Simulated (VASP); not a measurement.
# BeH2 (C2/m) in VASP: single point with r2SCAN

Aim: the single point of BeH2 with r2SCAN.

Program: VASP 6.6.1. These are calculated values, not measurements. Logs are shortened: lines on timing, memory, paths and dates and some standing lists are left out, and cuts for length are marked.

### Step 1. The cell of the first run

It takes space group C2/m (No. 12, monoclinic). The conventional cell has a = 7.444 Å, b = 8.896 Å, c = 4.997 Å, α = 90.00°, β = 92.79°, γ = 90.00°. Be (site symmetry 1) has 4 H at 1.41 to 1.44 Å within 1.9 Å. Be (site symmetry 2) has 4 H at 1.42 to 1.43 Å within 1.9 Å. H (site symmetry m) has 2 Be at 1.44 Å within 1.9 Å. Within 1.9 Å of H (site symmetry -1) lie 2 Be at 1.41 Å. H (site symmetry 1) has 2 Be at 1.42 to 1.43 Å within 1.9 Å. H (site symmetry 1) has 2 Be at 1.42 to 1.43 Å within 1.9 Å.

### Step 2. Single point, r2SCAN

Input file POSCAR:

```
BeH2
1.0
    3.7219893985     -4.4481528653     -0.0017759903
    3.7219893985      4.4481528653     -0.0017759903
   -0.2406579249      0.0000000000      4.9908624037
Be H
6 12
Direct
    0.1282031190      0.4111900596      0.2965280473
    0.4111900596      0.1282031190      0.2965280473
    0.8717968810      0.5888099404      0.7034719527
    0.5888099404      0.8717968810      0.7034719527
    0.2487251651      0.7512748349      0.0000000000
    0.7512748349      0.2487251651      0.0000000000
    0.2595845544      0.2595845544      0.4364973015
    0.0000000000      0.5000000000      0.5000000000
    0.2957397203      0.6015255980      0.2074514924
    0.9919212775      0.2772750134      0.0850182069
    0.5000000000      0.0000000000      0.5000000000
    0.2772750134      0.9919212775      0.0850182069
    0.6015255980      0.2957397203      0.2074514924
    0.7404154456      0.7404154456      0.5635026985
    0.0080787225      0.7227249866      0.9149817931
    0.7042602797      0.3984744020      0.7925485076
    0.3984744020      0.7042602797      0.7925485076
    0.7227249866      0.0080787225      0.9149817931
```

Input file INCAR.step1:

```
  PREC = Accurate
  ENCUT = 520
  ISMEAR = 0
  SIGMA = 0.02
  LREAL = Auto
  LASPH = True
  NELM = 60
  NBANDS = 27
  GGA = PE
  ALGO = Normal
  EDIFF = 1E-4
  LWAVE = True
  LCHARG = False
```

Input file INCAR.step2:

```
  PREC = Accurate
  ENCUT = 520
  EDIFF = 1E-6
  ISMEAR = 0
  SIGMA = 0.02
  LREAL = Auto
  LASPH = True
  NELM = 60
  ALGO = Normal
  ISIF = 2
  LWAVE = False
  LCHARG = True
  METAGGA = R2SCAN
  LMIXTAU = True
  LELF = True
  LVHAR = True
  NBANDS = 27
  ISTART = 1
```

Input file KPOINTS:

```
regular mesh
0
Gamma
  4 4 6
```

Potentials or basis: VASP PAW PBE potentials, release 64 (Be, H).

The run is started by

```bash
$ cat potpaw_PBE.64/Be/POTCAR potpaw_PBE.64/H/POTCAR > POTCAR
$ cp INCAR.step1 INCAR
$ mpirun -np 1 vasp_std > vasp.out
$ cp INCAR.step2 INCAR
$ mpirun -np 1 vasp_std > vasp.out
```

OUTCAR:

```text
PREC = Accurate
   ENCUT = 520
   EDIFF = 1E-6
   ISMEAR = 0
   LREAL = Auto
   LASPH = True
   NELM = 60
   ISIF = 2
   METAGGA = R2SCAN
   ISTART = 1

 ion  position               nearest neighbor table
   1  0.128  0.411  0.297-   8 1.41  10 1.42   9 1.43   7 1.44
   2  0.411  0.128  0.297-  11 1.41  12 1.42  13 1.43   7 1.44
   3  0.872  0.589  0.703-   8 1.41  15 1.42  16 1.43  14 1.44
   4  0.589  0.872  0.703-  11 1.41  18 1.42  17 1.43  14 1.44
   5  0.249  0.751  0.000-   9 1.42  17 1.42  15 1.43  12 1.43
   6  0.751  0.249  0.000-  13 1.42  16 1.42  10 1.43  18 1.43
   7  0.260  0.260  0.436-   1 1.44   2 1.44
   8  0.000  0.500  0.500-   1 1.41   3 1.41
   9  0.296  0.602  0.207-   5 1.42   1 1.43
  10  0.992  0.277  0.085-   1 1.42   6 1.43
  11  0.500  0.000  0.500-   2 1.41   4 1.41
  12  0.277  0.992  0.085-   2 1.42   5 1.43
  13  0.602  0.296  0.207-   6 1.42   2 1.43
  14  0.740  0.740  0.564-   3 1.44   4 1.44
  15  0.008  0.723  0.915-   3 1.42   5 1.43
  16  0.704  0.398  0.793-   6 1.42   3 1.43
  17  0.398  0.704  0.793-   5 1.42   4 1.43
  18  0.723  0.008  0.915-   4 1.42   6 1.43

  LATTYP: Found a base centered monoclinic cell.
 ALAT       =     7.4439796444
 B/A-ratio  =     1.1951007600
 C/A-ratio  =     0.6712352130
 COS(beta)  =    -0.0486403485

  Lattice vectors:

 A1 = (   3.7219893985,  -4.4481528653,  -0.0017759903)
 A2 = (   3.7219893985,   4.4481528653,  -0.0017759903)
 A3 = (  -0.2406579249,   0.0000000000,   4.9908624037)

Analysis of symmetry for initial positions (statically):
=====================================================================
 Subroutine PRICEL returns:
 Original cell was already a primitive cell.

 Routine SETGRP: Setting up the symmetry group for a
 base centered monoclinic supercell.

 Subroutine GETGRP returns: Found  4 space group operations
 (whereof  4 operations were pure point group operations)
 out of a pool of  4 trial point group operations.

The static configuration has the point symmetry C_2h.

Analysis of symmetry for dynamics (positions and initial velocities):
=====================================================================
 Subroutine PRICEL returns:
 Original cell was already a primitive cell.

 Routine SETGRP: Setting up the symmetry group for a
 base centered monoclinic supercell.

 Subroutine GETGRP returns: Found  4 space group operations
 (whereof  4 operations were pure point group operations)
 out of a pool of  4 trial point group operations.

The dynamic configuration has the point symmetry C_2h.

 Subroutine INISYM returns: Found  4 space group operations
 (whereof  4 operations are pure point group operations),
 and found     1 'primitive' translations

----------------------------------------------------------------------------------------

                                     Primitive cell

  volume of cell :     165.2534

  direct lattice vectors                    reciprocal lattice vectors
     3.721989398 -4.448152865 -0.001775990     0.134339852 -0.112406209  0.006477828
     3.721989398  4.448152865 -0.001775990     0.134339852  0.112406209  0.006477828
    -0.240657925  0.000000000  4.990862404     0.000095609  0.000000000  0.200370783

  length of vectors
     5.799937254  5.799937254  4.996661262     0.175283524  0.175283524  0.200370806

  position of ions in fractional coordinates (direct lattice)
     0.128203119  0.411190060  0.296528047
     0.411190060  0.128203119  0.296528047
     0.871796881  0.588809940  0.703471953
     0.588809940  0.871796881  0.703471953
     0.248725165  0.751274835  1.000000000
     0.751274835  0.248725165  1.000000000
[... 10 lines left out ...]
     0.398474402  0.704260280  0.792548508
     0.722724987  0.008078723  0.914981793

  ion indices of the primitive-cell ions
   primitive index   ion index
                 1           1
                 2           2
                 3           3
                 4           4
                 5           5
                 6           6
[... 10 lines left out ...]
                17          17
                18          18

----------------------------------------------------------------------------------------

 KPOINTS: regular mesh

Automatic generation of k-mesh.
 Grid dimensions read from file:
 generate k-points for:    4    4    6

 Generating k-lattice:

  Cartesian coordinates                     Fractional coordinates (reciprocal lattice)
     0.033584963 -0.028101552  0.001619457     0.250000000 -0.000000000  0.000000000
     0.033584963  0.028101552  0.001619457    -0.000000000  0.250000000  0.000000000
     0.000015935  0.000000000  0.033395131     0.000000000  0.000000000  0.166666667

  Length of vectors
     0.043820881  0.043820881  0.033395134

  Shift w.r.t. Gamma in fractional coordinates (k-lattice)
     0.000000000  0.000000000  0.000000000

 Subroutine IBZKPT returns following result:
 ===========================================

 Found     34 irreducible k-points:

 Following reciprocal coordinates:
            Coordinates               Weight
  0.000000  0.000000  0.000000      1.000000
  0.250000 -0.000000  0.000000      4.000000
  0.500000 -0.000000  0.000000      2.000000
  0.250000  0.250000  0.000000      2.000000
  0.500000  0.250000  0.000000      4.000000
 -0.250000  0.250000  0.000000      2.000000
[... 16 lines left out ...]
  0.500000  0.250000  0.333333      4.000000
 -0.250000  0.250000  0.333333      4.000000
 [... further k-points ...]
   k-points           NKPTS =     34   k-points in BZ     NKDIM =     34   number of bands    NBANDS=     27
   number of dos      NEDOS =    301   number of ions     NIONS =     18
   total plane-waves  NPLWV =  92160
   dimension x,y,z NGX =    48 NGY =   48 NGZ =   40
   dimension x,y,z NGXF=    96 NGYF=   96 NGZF=   80
   ions per type =               6  12
   NGX,Y,Z   is equivalent  to a cutoff of  13.76, 13.76, 13.31 a.u.
   NGXF,Y,Z  is equivalent  to a cutoff of  27.52, 27.52, 26.62 a.u.
 SYSTEM =  unknown system
   PREC   = accura    normal or accurate (medium, high low for compatibility)
   ISTART =      1    job   : 0-new  1-cont  2-samecut
   ICHARG =      0    charge: 1-file 2-atom 10-const
   ISPIN  =      1    spin polarized calculation?
   LNONCOLLINEAR =      F non collinear calculations
   LSORBIT =      F    spin-orbit coupling
   LASPH  =      T    aspherical Exc in radial PAW
   ENCUT  =  520.0 eV  38.22 Ry    6.18 a.u.  10.78 10.78  9.29*2*pi/ulx,y,z
   NELM   =     60;   NELMIN=  2; NELMDL=  0     # of ELM steps
   EDIFF  = 0.1E-05   stopping-criterion for ELM
   LREAL  =      T    real-space projection
   EDIFFG = 0.1E-04   stopping-criterion for IOM
   NSW    =      0    number of steps for IOM
   IBRION =     -1    ionic relax: 0-MD 1-quasi-New 2-CG
   NFREE  =      0    steps in history (QN), initial steepest desc. (CG)
   ISIF   =      2    stress and relaxation
   ISYM   =      2    0-nonsym 1-usesym 2-fastsym
   POTIM  = 0.5000    time-step for ionic-motion
   TEBEG  =    0.0;   TEEND  =   0.0 temperature during run
   PSTRESS=    0.0 pullay stress
   NELECT =      24.0000    total number of electrons
   NUPDOWN=      -1.0000    fix difference up-down
   EMIN   =  10.00;   EMAX   =-10.00  energy-range for DOS
   EFERMI =   0.00;   METHOD = LEGACY
   ISMEAR =     0;   SIGMA  =   0.02  broadening in eV -4-tet -1-fermi 0-gaus
   EFERMI_NEDOS =   21; number of points for ismear=-14 and -15
   IALGO  =     38    algorithm
   IMIX   =      4    mixing-type and parameters
     AMIX     =   0.40;   BMIX     =  1.00
     AMIX_MAG =   1.60;   BMIX_MAG =  1.00
  volume/ion in A,a.u.               =       9.18        61.95
  Fermi-wavevector in a.u.,A,eV,Ry     =   0.860522  1.626150 10.075079  0.740497
  Thomas-Fermi vector in A             =   1.978039
   LORBIT       =      0    0 simple, 1 ext, 2 COOP (PROOUT), +10 PAW based schemes
   METAGGA = R2SCAN    functional components
   LHFCALC =     F    Hartree Fock is set to
   AEXX    =    0.0000 exact exchange contribution
   IVDW    =     0    specifies the selected vdW correction
   LEPSILON=     F    determine dielectric tensor
   LRPA    =     F    only Hartree local field effects (RPA)
 non-spin polarized calculation
 Gauss-broadening in eV      SIGMA  =   0.02
  energy-cutoff  :      520.00
  volume of cell :      165.25
 maximum number of plane-waves:      4471
 NGX is ok and might be reduce to    48
   NGX = 21   NGY = 21   NGZ = 19

 number of electron      24.0000000 magnetization

 Free energy of the ion-electron system (eV)
  ---------------------------------------------------
  ext. energy  EPLUGINS =         0.00000000
  ---------------------------------------------------
  free energy    TOTEN  =       -68.62819986 eV

  energy without entropy =      -68.62819986  energy(sigma->0) =      -68.62819986

 E-fermi :  -3.0012     XC(G=0):  -7.6466

 val. band max:       -3.1181122393   @ k =   0.5000   0.5000   0.5000
 cond. band min:       2.6611846588   @ k =   0.0000   0.0000   0.0000
 fundamental gap:      5.7792968981
 Fermi energy:        -3.0012140462

 k-point     1 :       0.0000    0.0000    0.0000
  band No.  band energies     occupation
      1      -9.5182      2.00000
      2      -6.7832      2.00000
      3      -6.6880      2.00000
      4      -6.6462      2.00000
      5      -5.6884      2.00000
      6      -5.0210      2.00000
[... 16 lines left out ...]
     23       6.9346      0.00000
     24       7.8911      0.00000

 k-point     2 :       0.2500   -0.0000    0.0000
  band No.  band energies     occupation
      1      -9.3120      2.00000
      2      -7.7846      2.00000
      3      -6.5532      2.00000
      4      -5.9153      2.00000
      5      -5.6411      2.00000
      6      -5.3194      2.00000
[... 16 lines left out ...]
     23       6.9747      0.00000
     24       7.1461      0.00000
[... 565 lines left out ...]
     23       7.4743      0.00000
     24       7.8589      0.00000

 k-point    24 :      -0.2500    0.2500    0.3333
  band No.  band energies     occupation
      1      -8.7767      2.00000
      2      -7.6204      2.00000
      3      -6.8160      2.00000
      4      -6.7457      2.00000
      5      -6.2626      2.00000
      6      -4.8115      2.00000
[... 16 lines left out ...]
     23       7.2991      0.00000
     24       7.7022      0.00000

 [... further k-points ...]

 [bands above 24 left out]

------------------------ aborting loop because EDIFF is reached ----------------------------------------

  FORCE on cell =-STRESS in cart. coord.  units (eV):
  Direction    XX          YY          ZZ          XY          YZ          ZX
  --------------------------------------------------------------------------------------
  -------------------------------------------------------------------------------------
  Total       -0.6189641     -0.4793480     -0.8422820      0.0000000      0.0000000     -0.0876452
  in kB       -6.0010276     -4.6474105     -8.1661556      0.0000000      0.0000000     -0.8497447
  external PRESSURE =      -6.2715312 kB  Pullay stress =       0.0000000 kB

 VOLUME and BASIS-vectors are now :
 -----------------------------------------------------------------------------
  energy-cutoff  :      520.00
  volume of cell :      165.25
      direct lattice vectors                 reciprocal lattice vectors
     3.721989398 -4.448152865 -0.001775990     0.134339852 -0.112406209  0.006477828
     3.721989398  4.448152865 -0.001775990     0.134339852  0.112406209  0.006477828
    -0.240657925  0.000000000  4.990862404     0.000095609  0.000000000  0.200370783

 POSITION                                       TOTAL-FORCE (eV/Angst)
 -----------------------------------------------------------------------------------
      1.93625      1.25877      1.47897         0.003398     -0.014624      0.071530
      1.93625     -1.25877      1.47897         0.003398      0.014624      0.071530
      5.26707     -1.25877      3.50834        -0.003398      0.014624     -0.071530
      5.26707      1.25877      3.50834        -0.003398     -0.014624     -0.071530
      3.72199      2.23542     -0.00178         0.000000      0.003755      0.000000
      3.72199     -2.23542     -0.00178         0.000000     -0.003755      0.000000
[... 10 lines left out ...]
      3.91363      1.36018      3.95354         0.019058      0.024515      0.019481
      2.49985     -3.17886      4.56525        -0.023537      0.032716     -0.009253
 -----------------------------------------------------------------------------------
    total drift:                               -0.000000     -0.000000      0.000000

  FREE ENERGIE OF THE ION-ELECTRON SYSTEM (eV)
  ---------------------------------------------------
  free  energy   TOTEN  =       -68.6281998565 eV

  energy  without entropy=      -68.6281998565  energy(sigma->0) =      -68.62819986
```

It used 1200 s of CPU time on 1 thread of AMD EPYC 7R13 Processor (Zen 3), with other jobs on the host.

What came out:

* Free energy: -68.6282 eV
* Pressure: -0.6 GPa
* Largest force: 0.073 eV/Å
* Band gap on the k mesh: 5.78 eV, indirect (least direct gap 6.32 eV)

Forces in eV/Å, atoms in the order of the input:
```
Be   0.003 -0.015  0.072
Be   0.003  0.015  0.072
Be  -0.003  0.015 -0.072
Be  -0.003 -0.015 -0.072
Be   0.000  0.004  0.000
Be   0.000 -0.004  0.000
H    0.002  0.000 -0.026
H    0.000  0.000  0.000
H   -0.019  0.025 -0.019
H    0.024  0.033  0.009
H    0.000  0.000  0.000
H    0.024 -0.033  0.009
H   -0.019 -0.025 -0.019
H   -0.002  0.000  0.026
H   -0.024 -0.033 -0.009
H    0.019 -0.025  0.019
H    0.019  0.025  0.019
H   -0.024  0.033 -0.009
```

Caveat: the PAW data sets were made with another functional, which shifts forces and pressure a little. r2SCAN opens gaps a little over a GGA but as a rule still falls short of measured ones.
